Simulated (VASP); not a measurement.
# AlN (P6_3/mmc) in VASP: notebook

Runs on AlN. Level: PBEsol. Tasks: single point.

Everything below comes from runs of VASP 6.6.1. Logs are shortened: lines on timing, memory, paths and dates and some standing lists are left out, and cuts for length are marked.

### Step 1. The cell of the first run

The structure is hexagonal, space group P6_3/mmc (No. 194). Conventional cell: a = 3.222 Å, b = 3.222 Å, c = 3.934 Å, α = 90.00°, β = 90.00°, γ = 120.00°. Within 2.5 Å of Al (site symmetry -6m2) lie 5 N at 1.86 to 1.97 Å. Within 2.5 Å of N (site symmetry -6m2) lie 5 Al at 1.86 to 1.97 Å.

### Step 2. Single point, PBEsol

File INCAR:

```
SYSTEM = AlN
ALGO     = Normal         ! electronic algorithm
EDIFF    = 1E-6           ! SCF threshold, eV
ENCUT    = 520            ! plane-wave cutoff, eV
GGA      = PS             ! functional
ISIF     = 2              ! what is computed and relaxed
ISMEAR   = 0              ! smearing method
LASPH    = .True.         ! aspherical terms in the spheres
LCHARG   = .False.        ! write CHGCAR
LREAL    = .False.        ! projectors in reciprocal space
LWAVE    = .False.        ! write WAVECAR
NBANDS   = 16             ! bands
NELM     = 60             ! most SCF steps
PREC     = Accurate       ! precision mode
SIGMA    = 0.05           ! smearing width, eV
```

File KPOINTS:

```
k-points
0
Gamma
  9 9 6
  0 0 0
```

File POSCAR:

```
AlN
1.0
    3.2223000000      0.0000000000      0.0000000000
   -1.6111500000      2.7905936586      0.0000000000
    0.0000000000      0.0000000000      3.9342000000
Al N
2 2
Direct
    0.3333333333      0.6666666667      0.7500000000
    0.6666666667      0.3333333333      0.2500000000
    0.3333333333      0.6666666667      0.2500000000
    0.6666666667      0.3333333333      0.7500000000
```

Potentials or basis: VASP PAW PBE potentials, release 64 (Al, N).

Run with:

```sh
cat potpaw_PBE.64/Al/POTCAR potpaw_PBE.64/N/POTCAR > POTCAR
mpirun -np 1 vasp_std > vasp.out
```

OUTCAR:

```text
SYSTEM = AlN
   EDIFF = 1E-6
   ENCUT = 520
   GGA = PS
   ISIF = 2
   ISMEAR = 0
   LASPH = .True.
   LREAL = .False.
   NELM = 60
   PREC = Accurate

 ion  position               nearest neighbor table
   1  0.333  0.667  0.750-   4 1.86   4 1.86   4 1.86   3 1.97   3 1.97   2 2.71   2 2.71   2 2.71
                             2 2.71   2 2.71   2 2.71
   2  0.667  0.333  0.250-   3 1.86   3 1.86   3 1.86   4 1.97   4 1.97   1 2.71   1 2.71   1 2.71
                             1 2.71   1 2.71   1 2.71
   3  0.333  0.667  0.250-   2 1.86   2 1.86   2 1.86   1 1.97   1 1.97
   4  0.667  0.333  0.750-   1 1.86   1 1.86   1 1.86   2 1.97   2 1.97

  LATTYP: Found a hexagonal cell.
 ALAT       =     3.2223000000
 C/A-ratio  =     1.2209291500

  Lattice vectors:

 A1 = (   3.2223000000,   0.0000000000,   0.0000000000)
 A2 = (  -1.6111500000,   2.7905936586,   0.0000000000)
 A3 = (   0.0000000000,   0.0000000000,   3.9342000000)

Analysis of symmetry for initial positions (statically):
=====================================================================
 Subroutine PRICEL returns:
 Original cell was already a primitive cell.

 Routine SETGRP: Setting up the symmetry group for a
 hexagonal supercell.

 Subroutine GETGRP returns: Found 24 space group operations
 (whereof 12 operations were pure point group operations)
 out of a pool of 24 trial point group operations.

The static configuration has the point symmetry D_3d.
 The point group associated with its full space group is D_6h.

Analysis of symmetry for dynamics (positions and initial velocities):
=====================================================================
 Subroutine PRICEL returns:
 Original cell was already a primitive cell.

 Routine SETGRP: Setting up the symmetry group for a
 hexagonal supercell.

 Subroutine GETGRP returns: Found 24 space group operations
 (whereof 12 operations were pure point group operations)
 out of a pool of 24 trial point group operations.

The dynamic configuration has the point symmetry D_3d.
 The point group associated with its full space group is D_6h.

 Subroutine INISYM returns: Found 24 space group operations
 (whereof 12 operations are pure point group operations),
 and found     1 'primitive' translations

----------------------------------------------------------------------------------------

                                     Primitive cell

  volume of cell :      35.3768

  direct lattice vectors                    reciprocal lattice vectors
     3.222300000  0.000000000  0.000000000     0.310337337  0.179173345  0.000000000
    -1.611150000  2.790593659  0.000000000     0.000000000  0.358346690  0.000000000
     0.000000000  0.000000000  3.934200000     0.000000000  0.000000000  0.254181282

  length of vectors
     3.222300000  3.222300000  3.934200000     0.358346690  0.358346690  0.254181282

  position of ions in fractional coordinates (direct lattice)
     0.333333333  0.666666667  0.750000000
     0.666666667  0.333333333  0.250000000
     0.333333333  0.666666667  0.250000000
     0.666666667  0.333333333  0.750000000

  ion indices of the primitive-cell ions
   primitive index   ion index
                 1           1
                 2           2
                 3           3
                 4           4

----------------------------------------------------------------------------------------

 KPOINTS: k-points

Automatic generation of k-mesh.
 Grid dimensions read from file:
 generate k-points for:    9    9    6

 Generating k-lattice:

  Cartesian coordinates                     Fractional coordinates (reciprocal lattice)
     0.034481926  0.019908149  0.000000000     0.111111111  0.000000000  0.000000000
     0.000000000  0.039816299  0.000000000     0.000000000  0.111111111  0.000000000
     0.000000000  0.000000000  0.042363547     0.000000000  0.000000000  0.166666667

  Length of vectors
     0.039816299  0.039816299  0.042363547

  Shift w.r.t. Gamma in fractional coordinates (k-lattice)
     0.000000000  0.000000000  0.000000000

 Subroutine IBZKPT returns following result:
 ===========================================

 Found     48 irreducible k-points:

 Following reciprocal coordinates:
            Coordinates               Weight
  0.000000  0.000000  0.000000      1.000000
  0.111111  0.000000  0.000000      6.000000
  0.222222  0.000000  0.000000      6.000000
  0.333333  0.000000  0.000000      6.000000
  0.444444  0.000000  0.000000      6.000000
  0.111111  0.111111  0.000000      6.000000
[... 16 lines left out ...]
  0.333333  0.222222  0.166667     24.000000
  0.333333  0.333333  0.166667      4.000000
 [... further k-points ...]
   k-points           NKPTS =     48   k-points in BZ     NKDIM =     48   number of bands    NBANDS=     16
   number of dos      NEDOS =    301   number of ions     NIONS =      4
   total plane-waves  NPLWV =  17280
   dimension x,y,z NGX =    24 NGY =   24 NGZ =   30
   dimension x,y,z NGXF=    48 NGYF=   48 NGZF=   60
   ions per type =               2   2
   NGX,Y,Z   is equivalent  to a cutoff of  12.38, 12.38, 12.68 a.u.
   NGXF,Y,Z  is equivalent  to a cutoff of  24.76, 24.76, 25.35 a.u.
 SYSTEM =  AlN
   PREC   = accura    normal or accurate (medium, high low for compatibility)
   ISTART =      0    job   : 0-new  1-cont  2-samecut
   ICHARG =      2    charge: 1-file 2-atom 10-const
   ISPIN  =      1    spin polarized calculation?
   LNONCOLLINEAR =      F non collinear calculations
   LSORBIT =      F    spin-orbit coupling
   LASPH  =      T    aspherical Exc in radial PAW
   ENCUT  =  520.0 eV  38.22 Ry    6.18 a.u.   5.99  5.99  7.32*2*pi/ulx,y,z
   NELM   =     60;   NELMIN=  2; NELMDL= -5     # of ELM steps
   EDIFF  = 0.1E-05   stopping-criterion for ELM
   LREAL  =      F    real-space projection
   EDIFFG = 0.1E-04   stopping-criterion for IOM
   NSW    =      0    number of steps for IOM
   IBRION =     -1    ionic relax: 0-MD 1-quasi-New 2-CG
   NFREE  =      0    steps in history (QN), initial steepest desc. (CG)
   ISIF   =      2    stress and relaxation
   ISYM   =      2    0-nonsym 1-usesym 2-fastsym
   POTIM  = 0.5000    time-step for ionic-motion
   TEBEG  =    0.0;   TEEND  =   0.0 temperature during run
   PSTRESS=    0.0 pullay stress
   NELECT =      16.0000    total number of electrons
   NUPDOWN=      -1.0000    fix difference up-down
   EMIN   =  10.00;   EMAX   =-10.00  energy-range for DOS
   EFERMI =   0.00;   METHOD = LEGACY
   ISMEAR =     0;   SIGMA  =   0.05  broadening in eV -4-tet -1-fermi 0-gaus
   EFERMI_NEDOS =   21; number of points for ismear=-14 and -15
   IALGO  =     38    algorithm
   IMIX   =      4    mixing-type and parameters
     AMIX     =   0.40;   BMIX     =  1.00
     AMIX_MAG =   1.60;   BMIX_MAG =  1.00
  volume/ion in A,a.u.               =       8.84        59.68
  Fermi-wavevector in a.u.,A,eV,Ry     =   1.256633  2.374692 21.485323  1.579127
  Thomas-Fermi vector in A             =   2.390332
   LORBIT       =      0    0 simple, 1 ext, 2 COOP (PROOUT), +10 PAW based schemes
   GGA     = PS    functional components
   LHFCALC =     F    Hartree Fock is set to
   AEXX    =    0.0000 exact exchange contribution
   IVDW    =     0    specifies the selected vdW correction
   LEPSILON=     F    determine dielectric tensor
   LRPA    =     F    only Hartree local field effects (RPA)
 non-spin polarized calculation
 Gauss-broadening in eV      SIGMA  =   0.05
  energy-cutoff  :      520.00
  volume of cell :       35.38
 maximum number of plane-waves:       972
 NGX is ok and might be reduce to    24
   NGX = 11   NGY = 11   NGZ = 15

 number of electron      16.0000003 magnetization

 Free energy of the ion-electron system (eV)
  ---------------------------------------------------
  ext. energy  EPLUGINS =         0.00000000
  ---------------------------------------------------
  free energy    TOTEN  =       -30.66154099 eV

  energy without entropy =      -30.66154099  energy(sigma->0) =      -30.66154099

 E-fermi :   9.3297     XC(G=0): -11.8781

 val. band max:        9.0990862814   @ k =   0.0000   0.0000   0.0000
 cond. band min:      13.1898874176   @ k =   0.0000   0.0000   0.0000
 fundamental gap:      4.0908011362
 Fermi energy:         9.3296888881

 k-point     1 :       0.0000    0.0000    0.0000
  band No.  band energies     occupation
      1      -8.5120      2.00000
      2      -4.0321      2.00000
      3       1.6590      2.00000
      4       5.4718      2.00000
      5       5.4718      2.00000
      6       7.4407      2.00000
[... 8 lines left out ...]
     15      21.4174      0.00000
     16      21.4174      0.00000

 k-point     2 :       0.1111    0.0000    0.0000
  band No.  band energies     occupation
      1      -8.3558      2.00000
      2      -4.0462      2.00000
      3       1.8177      2.00000
      4       4.9772      2.00000
      5       5.2476      2.00000
      6       6.9805      2.00000
[... 8 lines left out ...]
     15      21.0213      0.00000
     16      21.7935      0.00000

 k-point     3 :       0.2222    0.0000    0.0000
  band No.  band energies     occupation
      1      -7.9056      2.00000
      2      -4.1413      2.00000
      3       2.2810      2.00000
      4       3.8928      2.00000
      5       4.7982      2.00000
      6       6.1363      2.00000
[... 8 lines left out ...]
     15      20.3478      0.00000
     16      22.6333      0.00000

 k-point     4 :       0.3333    0.0000    0.0000
  band No.  band energies     occupation
      1      -7.2298      2.00000
      2      -4.4369      2.00000
      3       2.9000      2.00000
      4       2.9954      2.00000
      5       4.3967      2.00000
      6       5.4116      2.00000
[... 8 lines left out ...]
     15      21.0327      0.00000
     16      23.4626      0.00000

 k-point     5 :       0.4444    0.0000    0.0000
  band No.  band energies     occupation
      1      -6.5364      2.00000
      2      -4.9093      2.00000
      3       2.3733      2.00000
      4       3.7567      2.00000
      5       4.1720      2.00000
      6       4.9992      2.00000
[... 8 lines left out ...]
     15      22.8193      0.00000
     16      24.0588      0.00000

 k-point     6 :       0.1111    0.1111    0.0000
  band No.  band energies     occupation
      1      -8.0521      2.00000
      2      -4.1000      2.00000
      3       2.1292      2.00000
      4       4.4510      2.00000
      5       4.5539      2.00000
      6       6.5752      2.00000
[... 8 lines left out ...]
     15      20.6330      0.00000
     16      22.1381      0.00000
[... 267 lines left out ...]
 k-point    21 :       0.4444    0.1111    0.1667
  band No.  band energies     occupation
      1      -6.1672      2.00000
      2      -5.0674      2.00000
      3       1.7677      2.00000
      4       3.6204      2.00000
      5       3.6743      2.00000
      6       5.2971      2.00000
[... 8 lines left out ...]
     15      22.3804      0.00000
     16      24.0013      0.00000

 k-point    22 :       0.2222    0.2222    0.1667
  band No.  band energies     occupation
      1      -6.6964      2.00000
      2      -4.7245      2.00000
      3       2.3730      2.00000
      4       2.6739      2.00000
      5       4.6677      2.00000
      6       5.2263      2.00000
[... 8 lines left out ...]
     15      21.9604      0.00000
     16      23.6476      0.00000

 k-point    23 :       0.3333    0.2222    0.1667
  band No.  band energies     occupation
      1      -6.0551      2.00000
      2      -5.0872      2.00000
      3       1.9894      2.00000
      4       2.8955      2.00000
      5       3.8274      2.00000
      6       5.7613      2.00000
[... 8 lines left out ...]
     15      21.8624      0.00000
     16      23.6940      0.00000

 k-point    24 :       0.3333    0.3333    0.1667
  band No.  band energies     occupation
      1      -5.5158      2.00000
      2      -5.5158      2.00000
      3       1.8860      2.00000
      4       3.2465      2.00000
      5       3.2465      2.00000
      6       6.0951      2.00000
[... 8 lines left out ...]
     15      21.1730      0.00000
     16      23.6226      0.00000

 [... further k-points ...]

------------------------ aborting loop because EDIFF is reached ----------------------------------------

  FORCE on cell =-STRESS in cart. coord.  units (eV):
  Direction    XX          YY          ZZ          XY          YZ          ZX
  --------------------------------------------------------------------------------------
  -------------------------------------------------------------------------------------
  Total        5.2564692      5.2564692      6.5436732      0.0000000     -0.0000000      0.0000000
  in kB      238.0595977    238.0595977    296.3556249      0.0000000     -0.0000000      0.0000000
  external PRESSURE =     257.4916067 kB  Pullay stress =       0.0000000 kB

 VOLUME and BASIS-vectors are now :
 -----------------------------------------------------------------------------
  energy-cutoff  :      520.00
  volume of cell :       35.38
      direct lattice vectors                 reciprocal lattice vectors
     3.222300000  0.000000000  0.000000000     0.310337337  0.179173345  0.000000000
    -1.611150000  2.790593659  0.000000000     0.000000000  0.358346690  0.000000000
     0.000000000  0.000000000  3.934200000     0.000000000  0.000000000  0.254181282

 POSITION                                       TOTAL-FORCE (eV/Angst)
 -----------------------------------------------------------------------------------
     -0.00000      1.86040      2.95065        -0.000000      0.000000      0.000000
      1.61115      0.93020      0.98355         0.000000     -0.000000      0.000000
     -0.00000      1.86040      0.98355         0.000000      0.000000      0.000000
      1.61115      0.93020      2.95065         0.000000      0.000000      0.000000
 -----------------------------------------------------------------------------------
    total drift:                               -0.000000      0.000000     -0.000000

  FREE ENERGIE OF THE ION-ELECTRON SYSTEM (eV)
  ---------------------------------------------------
  free  energy   TOTEN  =       -30.6615409907 eV

  energy  without entropy=      -30.6615409907  energy(sigma->0) =      -30.66154099
```

Wall time 8.2 s (1 thread of Intel Xeon 6975P-C (Granite Rapids), shared host); peak memory 0.15 GiB.

Results:

- Free energy: -30.6615 eV
- Pressure: 25.7 GPa
- Band gap on the k mesh: 4.09 eV, direct

Levels at points of the mesh, in eV from the valence-band top:
```
           k point  band 6  band 7  band 8  band 9  band 10  band 11
(0.00, 0.00, 0.00)   -1.66   -1.66    0.00    4.09     5.32     8.72
(0.00, 0.00, 0.50)   -2.69   -2.69   -2.69    6.36     6.36     8.75
```

Caveat: the PAW data sets were made with another functional, which shifts forces and pressure a little.

(Part 1 of 2 ends here.)
